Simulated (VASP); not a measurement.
# TiC3: single point with PBE+U

Crystal: TiC3.

```xyz
4
Lattice="3.0498 0.0000 0.0000 -1.5249 2.6412 0.0000 0.0000 0.0000 4.2606" Properties=species:S:1:pos:R:3 pbc="T T T"
Ti    1.5249    0.8804    0.0000
C     1.5249    0.8804    2.1303
C     0.0000    1.7608    1.3704
C     0.0000    1.7608    2.8902
```

| Property | Result |
| --- | --- |
| Program | VASP 6.6.1 |
| Task | single point |
| Functional | PBE |
| Potentials or basis | VASP PAW PBE potentials, release 64 (Ti_sv, C) |
| Cutoff | 600 eV |
| k mesh | 18 × 18 × 12 |
| Occupations | methfessel-paxton, width 0.1 eV |
| Spin | no spin polarisation |
| Hubbard terms | Ti d U = 4.0 eV |

```
Pressure               : 7.8 GPa
Largest force          : 0.196 eV/Å
Band gap on the k mesh : zero (band 12 reaches 11.54 eV, above the bottom of band 13 at 8.83 eV)
```

Forces on the atoms (eV/Å):
```
Ti   0.000  0.000  0.000
C    0.000  0.000  0.000
C    0.000  0.000  0.196
C    0.000  0.000 -0.196
```

Stress tensor (GPa, compression positive):
```
6.82 0.00 0.00
0.00 6.82 0.00
0.00 0.00 9.85
```

Levels at points of the mesh, in eV from the Fermi level:
```tsv
k point	band 8	band 9	band 10	band 11	band 12	band 13	band 14	band 15	band 16	band 17
(0.00, 0.00, 0.00)	-5.02	-5.02	-4.25	0.05	0.05	0.25	0.25	1.64	2.95	3.87
(0.50, 0.00, 0.00)	-6.71	-6.06	-4.92	-2.92	-1.28	1.72	3.14	3.20	3.59	5.29
(0.00, 0.00, 0.50)	-5.16	-3.78	-3.69	-2.74	-0.78	-0.78	1.82	1.82	3.35	3.35
(0.50, 0.00, 0.50)	-7.10	-6.26	-4.03	-1.73	-1.26	0.61	2.90	3.61	3.77	4.46
```

Eigenvalues of the final occupation matrices:
```csv
site,spin,trace,eigenvalues
site 1 d,1,0.99,0.18 0.18 0.21 0.21 0.22
site 1 d,2,0.99,0.18 0.18 0.21 0.21 0.22
```

It took 3.9 min on 1 thread of Intel Xeon 8259CL (shared host), peak memory 0.31 GiB.

Caveat: U without spin polarisation on a metal has little footing; the U is typed as a test and isn't derived for this compound.
